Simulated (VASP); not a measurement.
SnO2: single point with r2SCAN

Crystal: SnO2.

```
Sn O
1.0
    -1.99954    1.99954    5.10209
     1.99954   -1.99954    5.10209
     1.99954    1.99954   -5.10209
Sn O
2 4
Direct
  0.76326 0.26326 0.52652
  0.98674 0.98674 0.97348
  0.81093 0.80354 0.02174
  0.93907 0.44646 0.47826
  0.21081 0.21819 0.02174
  0.53919 0.03181 0.47826
```

This cell differs from its parent crystal: atoms displaced along a vibrational mode.

- Program: VASP 6.6.1
- Task: single point
- Functional: r2SCAN
- Potentials or basis: VASP PAW PBE potentials, release 64 (Sn_d, O)
- Cutoff: 520 eV
- k mesh: 10 × 10 × 10
- Occupations: gaussian, width 0.05 eV
- Spin: no spin polarisation

```yaml
Pressure: 1.0 GPa
Largest_force: 0.800 eV/Å
Band_gap_on_the_k_mesh: 2.28 eV (least direct gap 2.72 eV)
```

Forces in eV/Å, atoms in the order of the input:
```
Sn  -0.566 -0.566  0.000
Sn   0.566  0.566  0.000
O   -0.015 -0.081  0.005
O    0.015  0.081 -0.005
O   -0.081 -0.015 -0.005
O    0.081  0.015  0.005
```

Stress tensor (GPa, compression positive):
```
 0.99 -0.34  2.99
-0.34  0.99 -2.99
 2.99 -2.99  1.01
```

Levels at points of the mesh, in eV from the valence-band top:
```csv
k point,band 24,band 25,band 26,band 27,band 28,band 29
"(0.00, 0.00, 0.00)",-0.71,-0.47,-0.44,2.28,6.30,9.93
"(0.50, 0.00, 0.00)",-0.79,-0.59,-0.46,5.74,7.02,8.63
"(0.00, 0.50, 0.00)",-0.81,-0.65,-0.33,5.64,7.03,8.54
"(0.50, 0.50, 0.00)",-0.84,-0.07,-0.07,8.15,8.15,8.48
"(0.00, 0.00, 0.50)",-0.71,-0.10,-0.09,8.08,8.27,8.38
"(0.50, 0.50, 0.50)",-1.09,-0.36,-0.36,4.95,4.95,8.25
```

Run time: 2.4 h on 1 thread of Oxide Virtual Turin-like Processor, on a shared host, peak memory 0.77 GiB.

Caveat: the cell differs from its parent crystal (atoms displaced along a vibrational mode); the PAW data sets were made with another functional, which shifts forces and pressure a little; spin-orbit coupling is left out, which moves the levels of the heavy elements. A k mesh can miss the band edges.
